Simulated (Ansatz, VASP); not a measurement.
**Sn2TeO2 in VASP and in Ansatz**

```
Sn Te O
1.0
     3.35798   -4.37408    0.00000
     3.35798    4.37408    0.00000
     0.00000    0.00000    4.33067
Sn Te O
2 1 2
Direct
  0.64309 0.35691 0.50000
  0.35691 0.64309 0.50000
  0.00000 0.00000 0.50000
  0.00000 0.00000 0.00000
  0.50000 0.50000 0.00000
```

Alike in both runs: task single point; functional PBE; k mesh 4 × 4 × 4; occupations gaussian, width 0.1 eV; no spin polarisation.

|  | VASP | Ansatz |
| --- | --- | --- |
| version | VASP 6.6.1 | Ansatz 0.2.0 |
| potentials or method | VASP PAW PBE potentials, release 64 (Sn_d, Te, O), cutoff 520 eV | scalar-relativistic, plane waves, PAW |
| valence electrons in the cell | 46 | 56 |

```tsv
	VASP	Ansatz	Ansatz less VASP
gap on the k mesh at the Fermi level (eV)	none	none	-
pressure (GPa)	-2.3	-2.2	+0.10
traceless stress, the component that is largest in VASP (GPa)	-13.32	-13.29	+0.029
rms of the force components (eV/Å)	1.046	1.043	-0.0024
```

Atom by atom the forces differ by 0.002 eV/Å (rms over components). A gap of «none» marks a metal or a gap that the smearing closes. VASP's potentials hold 46 valence electrons a cell and Ansatz's 56, so a difference there can come from the potentials and not from the codes.

The k mesh is coarse, so the values compare programs but aren't converged. Spin-orbit coupling is off throughout.
